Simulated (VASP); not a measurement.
Runs of VASP 6.6.1 on TaN. The structure is that of space group Fm-3m (No. 225), or close to it. The cells are those of the table. 

```csv
cell,gap on the mesh (eV),pressure (GPa)
"a = 3.006, b = 3.006, c = 2.927 Å, angles 60.9, 60.9, 58.3°, 2 atoms",none,(a)
"a = 3.122, b = 3.122, c = 3.005 Å, angles 61.2, 61.2, 57.5°, 2 atoms",none,11.3
"a = 3.005 Å, angles 60.0°, 2 atoms",none,39.8
"a = 3.043, b = 3.043, c = 3.082 Å, angles 59.6, 59.6, 60.8°, 2 atoms",none,(b)
"a = 3.159 Å, angles 60.0°, 2 atoms",none,-18.5
"a = 3.120, b = 3.120, c = 3.159 Å, angles 59.6, 59.6, 60.8°, 2 atoms",none,-10.9
"a = 3.197, b = 3.197, c = 3.159 Å, angles 60.4, 60.4, 59.2°, 2 atoms",none,-24.3
"a = 2.966, b = 2.966, c = 3.005 Å, angles 59.6, 59.6, 60.9°, 2 atoms",none,54.9
```

Alike in all rows: task single point; level PBEsol; potentials or basis VASP PAW PBE potentials, release 64 (Ta_pv, N); no spin polarisation; k mesh 18 × 18 × 18; cutoff (eV) 520; smearing gaussian 0.15 eV.

Problem. Fill in the values left out.

Solution. (a) 57.6; (b) 16.3.

Caveats: the PAW data sets were made with another functional, which shifts forces and pressure a little; spin-orbit coupling is left out, which moves the levels of the heavy elements; the stress differs along the axes, from 25 to 74 GPa (at least some runs); the stress differs along the axes, from -14 to 24 GPa (at least some runs); the cell stands under pressure (at least some runs); the stress differs along the axes, from 10 to 30 GPa (at least some runs); the cell stands under tension (at least some runs).

A k mesh can miss the band edges, and the runs leave out spin-orbit coupling on Ta.

A gap of «none» marks levels without a gap at the run's occupations.
